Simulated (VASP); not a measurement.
# Cu (Fm-3m) in VASP: settings compared

Aim: see how the results for Cu move with the level of theory and the settings. Levels: revPBE+D4, LDA. Tasks: single point.

Everything below comes from runs of VASP 6.6.1. Logs are shortened: lines on timing, memory, paths and dates and some standing lists are left out, and cuts for length are marked.

## 1. The cell of the first run

It takes space group Fm-3m (No. 225, cubic). The conventional cell has a = 3.566 Å, b = 3.566 Å, c = 3.566 Å, α = 90.00°, β = 90.00°, γ = 90.00°. Within 3.3 Å of Cu (site symmetry m-3m) lie 12 Cu at 2.52 Å.

## 2. Single point, revPBE+D4

INCAR

```
SYSTEM = Cu
PREC = Accurate ; ENCUT = 600
EDIFF = 1E-6 ; ISMEAR = -1
SIGMA = 0.05 ; LREAL = .False.
LASPH = .True. ; NELM = 120
ALGO = Normal ; ISIF = 2
LWAVE = .False. ; LCHARG = .False.
GGA = RE ; IVDW = 13
NBANDS = 12 ; GGA_COMPAT = .False.
```

KPOINTS

```
regular mesh
0
Gamma
  13 13 13
  0 0 0
```

POSCAR

```
Cu
1.0
    0.0000000000      1.7830713297      1.7830713297
    1.7830713297      0.0000000000      1.7830713297
    1.7830713297      1.7830713297      0.0000000000
Cu
1
Direct
    0.0000000000      0.0000000000      0.0000000000
```

Potentials or basis: VASP PAW PBE potentials, release 64 (Cu).

The run is started by

```
> cat potpaw_PBE.64/Cu/POTCAR > POTCAR
> mpirun -np 1 vasp_std > vasp.out
```

OUTCAR:

```text
SYSTEM = Cu
   PREC = Accurate
   ENCUT = 600
   EDIFF = 1E-6
   ISMEAR = -1
   LREAL = .False.
   LASPH = .True.
   NELM = 120
   ISIF = 2
   GGA = RE
   IVDW = 13

 ion  position               nearest neighbor table
   1  0.000  0.000  0.000-

  LATTYP: Found a face centered cubic cell.
 ALAT       =     3.5661426594

  Lattice vectors:

 A1 = (   0.0000000000,   1.7830713297,   1.7830713297)
 A2 = (   1.7830713297,   0.0000000000,   1.7830713297)
 A3 = (   1.7830713297,   1.7830713297,   0.0000000000)

Analysis of symmetry for initial positions (statically):
=====================================================================
 Subroutine PRICEL returns:
 Original cell was already a primitive cell.

 Routine SETGRP: Setting up the symmetry group for a
 face centered cubic supercell.

 Subroutine GETGRP returns: Found 48 space group operations
[... 9 lines left out ...]

 Routine SETGRP: Setting up the symmetry group for a
 face centered cubic supercell.

 Subroutine GETGRP returns: Found 48 space group operations
[... 11 lines left out ...]
                                     Primitive cell

  volume of cell :      11.3380

  direct lattice vectors                    reciprocal lattice vectors
     0.000000000  1.783071330  1.783071330    -0.280415030  0.280415030  0.280415030
     1.783071330  0.000000000  1.783071330     0.280415030 -0.280415030  0.280415030
     1.783071330  1.783071330  0.000000000     0.280415030  0.280415030 -0.280415030

  length of vectors
     2.521643657  2.521643657  2.521643657     0.485693079  0.485693079  0.485693079

  position of ions in fractional coordinates (direct lattice)
     0.000000000  0.000000000  0.000000000

  ion indices of the primitive-cell ions
   primitive index   ion index
                 1           1

----------------------------------------------------------------------------------------

 KPOINTS: regular mesh

Automatic generation of k-mesh.
 Grid dimensions read from file:
 generate k-points for:   13   13   13

 Generating k-lattice:

  Cartesian coordinates                     Fractional coordinates (reciprocal lattice)
    -0.021570387  0.021570387  0.021570387     0.076923077  0.000000000  0.000000000
     0.021570387 -0.021570387  0.021570387     0.000000000  0.076923077  0.000000000
     0.021570387  0.021570387 -0.021570387     0.000000000  0.000000000  0.076923077

  Length of vectors
     0.037361006  0.037361006  0.037361006

  Shift w.r.t. Gamma in fractional coordinates (k-lattice)
     0.000000000  0.000000000  0.000000000

 Subroutine IBZKPT returns following result:
 ===========================================

 Found     84 irreducible k-points:

 Following reciprocal coordinates:
            Coordinates               Weight
  0.000000  0.000000  0.000000      1.000000
  0.076923  0.000000  0.000000      8.000000
  0.153846  0.000000  0.000000      8.000000
  0.230769  0.000000  0.000000      8.000000
  0.307692  0.000000  0.000000      8.000000
  0.384615  0.000000  0.000000      8.000000
[... 16 lines left out ...]
  0.384615  0.153846  0.000000     24.000000
  0.461538  0.153846  0.000000     24.000000
 [... further k-points ...]
   k-points           NKPTS =     84   k-points in BZ     NKDIM =     84   number of bands    NBANDS=     12
   number of dos      NEDOS =    301   number of ions     NIONS =      1
   total plane-waves  NPLWV =   8000
   dimension x,y,z NGX =    20 NGY =   20 NGZ =   20
   dimension x,y,z NGXF=    40 NGYF=   40 NGZF=   40
   ions per type =               1
   NGX,Y,Z   is equivalent  to a cutoff of  13.19, 13.19, 13.19 a.u.
   NGXF,Y,Z  is equivalent  to a cutoff of  26.37, 26.37, 26.37 a.u.
 SYSTEM =  Cu
   PREC   = accura    normal or accurate (medium, high low for compatibility)
   ISTART =      0    job   : 0-new  1-cont  2-samecut
   ICHARG =      2    charge: 1-file 2-atom 10-const
   ISPIN  =      1    spin polarized calculation?
   LNONCOLLINEAR =      F non collinear calculations
   LSORBIT =      F    spin-orbit coupling
   LASPH  =      T    aspherical Exc in radial PAW
   ENCUT  =  600.0 eV  44.10 Ry    6.64 a.u.   5.04  5.04  5.04*2*pi/ulx,y,z
   NELM   =    120;   NELMIN=  2; NELMDL= -5     # of ELM steps
   EDIFF  = 0.1E-05   stopping-criterion for ELM
   LREAL  =      F    real-space projection
   EDIFFG = 0.1E-04   stopping-criterion for IOM
   NSW    =      0    number of steps for IOM
   IBRION =     -1    ionic relax: 0-MD 1-quasi-New 2-CG
   NFREE  =      0    steps in history (QN), initial steepest desc. (CG)
   ISIF   =      2    stress and relaxation
   ISYM   =      2    0-nonsym 1-usesym 2-fastsym
   POTIM  = 0.5000    time-step for ionic-motion
   TEBEG  =    0.0;   TEEND  =   0.0 temperature during run
   PSTRESS=    0.0 pullay stress
   NELECT =      11.0000    total number of electrons
   NUPDOWN=      -1.0000    fix difference up-down
   EMIN   =  10.00;   EMAX   =-10.00  energy-range for DOS
   EFERMI =   0.00;   METHOD = LEGACY
   ISMEAR =    -1;   SIGMA  =   0.05  broadening in eV -4-tet -1-fermi 0-gaus
   EFERMI_NEDOS =   21; number of points for ismear=-14 and -15
   IALGO  =     38    algorithm
   IMIX   =      4    mixing-type and parameters
     AMIX     =   0.40;   BMIX     =  1.00
     AMIX_MAG =   1.60;   BMIX_MAG =  1.00
  volume/ion in A,a.u.               =      11.34        76.51
  Fermi-wavevector in a.u.,A,eV,Ry     =   1.620667  3.062616 35.736521  2.626560
  Thomas-Fermi vector in A             =   2.714568
   LORBIT       =      0    0 simple, 1 ext, 2 COOP (PROOUT), +10 PAW based schemes
   GGA     = RE    functional components
   LHFCALC =     F    Hartree Fock is set to
   AEXX    =    0.0000 exact exchange contribution
   IVDW    =    13    specifies the selected vdW correction
   LEPSILON=     F    determine dielectric tensor
   LRPA    =     F    only Hartree local field effects (RPA)
 non-spin polarized calculation
  energy-cutoff  :      600.00
  volume of cell :       11.34
 maximum number of plane-waves:       388
   NGX =  9   NGY =  9   NGZ =  9

 number of electron      11.0000013 magnetization

 Free energy of the ion-electron system (eV)
  ---------------------------------------------------
  ext. energy  EPLUGINS =         0.00000000
  ---------------------------------------------------
  free energy    TOTEN  =        -3.31701390 eV

  energy without entropy =       -3.31428067  energy(sigma->0) =       -3.31564728

 E-fermi :   8.4031     XC(G=0): -12.8662

 val. band max:        8.2168987215   @ k =   0.4615   0.2308   0.0000
 cond. band min:       8.4235387707   @ k =   0.4615   0.3077   0.0000
 fundamental gap:      0.2066400493
 Fermi energy:         8.4031435082

 k-point     1 :       0.0000    0.0000    0.0000
  band No.  band energies     occupation
      1      -1.4459      2.00000
      2       5.0576      2.00000
      3       5.0576      2.00000
      4       5.0576      2.00000
      5       5.9305      2.00000
      6       5.9305      2.00000
      7      31.0941      0.00000
      8      34.1243      0.00000
      9      34.1243      0.00000
     10      34.1243      0.00000
     11      36.6341      0.00000
     12      36.6341      0.00000

 k-point     2 :       0.0769    0.0000    0.0000
  band No.  band energies     occupation
      1      -1.2243      2.00000
      2       5.0093      2.00000
      3       5.0998      2.00000
      4       5.0998      2.00000
      5       5.9141      2.00000
      6       5.9141      2.00000
      7      29.7881      0.00000
      8      32.2298      0.00000
      9      33.5025      0.00000
     10      33.5025      0.00000
     11      37.5503      0.00000
     12      37.5503      0.00000

 k-point     3 :       0.1538    0.0000    0.0000
  band No.  band energies     occupation
      1      -0.5753      2.00000
      2       4.8912      2.00000
      3       5.1909      2.00000
      4       5.1909      2.00000
      5       5.8985      2.00000
      6       5.8985      2.00000
      7      25.9600      0.00000
      8      31.6848      0.00000
      9      32.5779      0.00000
     10      32.5779      0.00000
     11      38.4120      0.00000
     12      38.9226      0.00000

 k-point     4 :       0.2308    0.0000    0.0000
  band No.  band energies     occupation
      1       0.4388      2.00000
      2       4.7888      2.00000
      3       5.2294      2.00000
      4       5.2294      2.00000
      5       5.9765      2.00000
      6       5.9765      2.00000
      7      21.9748      0.00000
      8      31.1781      0.00000
      9      31.8412      0.00000
     10      31.8413      0.00000
     11      37.8606      0.00000
     12      37.8606      0.00000

 k-point     5 :       0.3077    0.0000    0.0000
  band No.  band energies     occupation
      1       1.6329      2.00000
      2       4.8959      2.00000
      3       5.1704      2.00000
      4       5.1704      2.00000
      5       6.1726      2.00000
      6       6.1726      2.00000
      7      18.2574      0.00000
      8      30.5251      0.00000
      9      31.3481      0.00000
     10      31.3481      0.00000
     11      36.0822      0.00000
     12      36.0822      0.00000

 k-point     6 :       0.3846    0.0000    0.0000
  band No.  band energies     occupation
      1       2.5439      2.00000
      2       5.0835      2.00000
      3       5.0835      2.00000
      4       5.6074      2.00000
      5       6.3848      2.00000
      6       6.3848      2.00000
      7      14.9809      0.00000
      8      29.9412      0.00000
      9      31.0820      0.00000
     10      31.0820      0.00000
     11      34.7175      0.00000
     12      34.7175      0.00000

 k-point     7 :       0.4615    0.0000    0.0000
  band No.  band energies     occupation
      1       2.8759      2.00000
      2       5.0274      2.00000
      3       5.0274      2.00000
      4       6.5164      2.00000
      5       6.5164      2.00000
      6       6.8180      2.00000
      7      12.5994      0.00000
      8      29.6072      0.00000
      9      30.9875      0.00000
     10      30.9875      0.00000
     11      33.9709      0.00000
     12      33.9709      0.00000

 k-point     8 :       0.0769    0.0769    0.0000
  band No.  band energies     occupation
      1      -1.1507      2.00000
      2       4.9674      2.00000
      3       5.1295      2.00000
      4       5.1295      2.00000
      5       5.8495      2.00000
      6       5.9631      2.00000
      7      30.2773      0.00000
      8      31.9110      0.00000
      9      31.9110      0.00000
     10      32.9680      0.00000
     11      38.0817      0.00000
     12      38.9453      0.00000
[... 166 lines left out ...]
 k-point    20 :       0.1538    0.1538    0.0000
  band No.  band energies     occupation
      1      -0.2909      2.00000
      2       4.7211      2.00000
      3       5.3389      2.00000
      4       5.3389      2.00000
      5       5.6422      2.00000
      6       6.0540      2.00000
      7      28.9229      0.00000
      8      29.0168      0.00000
      9      29.0168      0.00000
     10      30.8493      0.00000
     11      35.4752      0.00000
     12      41.3009      0.00000

 k-point    21 :       0.2308    0.1538    0.0000
  band No.  band energies     occupation
      1       0.4542      2.00000
      2       4.5660      2.00000
      3       5.3502      2.00000
      4       5.4592      2.00000
      5       5.6950      2.00000
      6       6.1307      2.00000
      7      25.1733      0.00000
      8      27.8219      0.00000
      9      29.0524      0.00000
     10      30.9307      0.00000
     11      34.0200      0.00000
     12      41.2470      0.00000

 k-point    22 :       0.3077    0.1538    0.0000
  band No.  band energies     occupation
      1       1.4928      2.00000
      2       4.4539      2.00000
      3       5.1649      2.00000
      4       5.4868      2.00000
      5       6.0881      2.00000
      6       6.2798      2.00000
      7      21.2849      0.00000
      8      27.0523      0.00000
      9      28.1853      0.00000
     10      30.0980      0.00000
     11      35.6202      0.00000
     12      40.4662      0.00000

 k-point    23 :       0.3846    0.1538    0.0000
  band No.  band energies     occupation
      1       2.5567      2.00000
      2       4.4968      2.00000
      3       5.0008      2.00000
      4       5.4279      2.00000
      5       6.4534      2.00000
      6       6.7540      2.00000
      7      17.6770      0.00000
      8      26.7443      0.00000
      9      26.8574      0.00000
     10      29.3641      0.00000
     11      38.4849      0.00000
     12      39.7701      0.00000

 k-point    24 :       0.4615    0.1538    0.0000
  band No.  band energies     occupation
      1       3.1760      2.00000
      2       4.6663      2.00000
      3       5.0626      2.00000
      4       5.3475      2.00000
      5       6.5516      2.00000
      6       7.8745      1.99995
      7      14.5225      0.00000
      8      25.4851      0.00000
      9      26.9356      0.00000
     10      29.1376      0.00000
     11      39.0996      0.00000
     12      39.1183      0.00000

 [... further k-points ...]

------------------------ aborting loop because EDIFF is reached ----------------------------------------

  DFT-D4 for vdW energy calculation

  Edisp (eV):   -1.01988

  FORCE on cell =-STRESS in cart. coord.  units (eV):
  Direction    XX          YY          ZZ          XY          YZ          ZX
  --------------------------------------------------------------------------------------
  -------------------------------------------------------------------------------------
  Total      -0.07134    -0.07134    -0.07134     0.00000    -0.00000     0.00000
  in kB     -10.08168   -10.08168   -10.08168     0.00000    -0.00000     0.00000
  external pressure =      -10.08 kB  Pullay stress =        0.00 kB

 VOLUME and BASIS-vectors are now :
 -----------------------------------------------------------------------------
  energy-cutoff  :      600.00
  volume of cell :       11.34
      direct lattice vectors                 reciprocal lattice vectors
     0.000000000  1.783071330  1.783071330    -0.280415030  0.280415030  0.280415030
     1.783071330  0.000000000  1.783071330     0.280415030 -0.280415030  0.280415030
     1.783071330  1.783071330  0.000000000     0.280415030  0.280415030 -0.280415030

 POSITION                                       TOTAL-FORCE (eV/Angst)
 -----------------------------------------------------------------------------------
      0.00000      0.00000      0.00000        -0.000000     -0.000000     -0.000000
 -----------------------------------------------------------------------------------
    total drift:                               -0.000000     -0.000000     -0.000000

  FREE ENERGIE OF THE ION-ELECTRON SYSTEM (eV)
  ---------------------------------------------------
  free  energy   TOTEN  =        -4.3368930297 eV

  energy  without entropy=       -4.3341597995  energy(sigma->0) =       -4.33552641
```

It took 8 s on 1 thread of AMD EPYC 9R45 (Zen 5), shared host; peak memory 0.1 GiB.

Results:

```yaml
Free_energy: -4.3369 eV
Pressure: -1.0 GPa
Dispersion_energy_per_atom: -1.020 eV
```

Levels at points of the mesh, in eV from the Fermi level:
```tsv
k point	band 2	band 3	band 4	band 5	band 6	band 7	band 8	band 9	band 10	band 11
(0.00, 0.00, 0.00)	-3.35	-3.35	-3.35	-2.47	-2.47	22.69	25.72	25.72	25.72	28.23
```

Caveat: the PAW data sets were made with another functional, which shifts forces and pressure a little; pairwise dispersion overbinds metals, which lowers pressure and volume.

(Continued in part 2 of 3.)
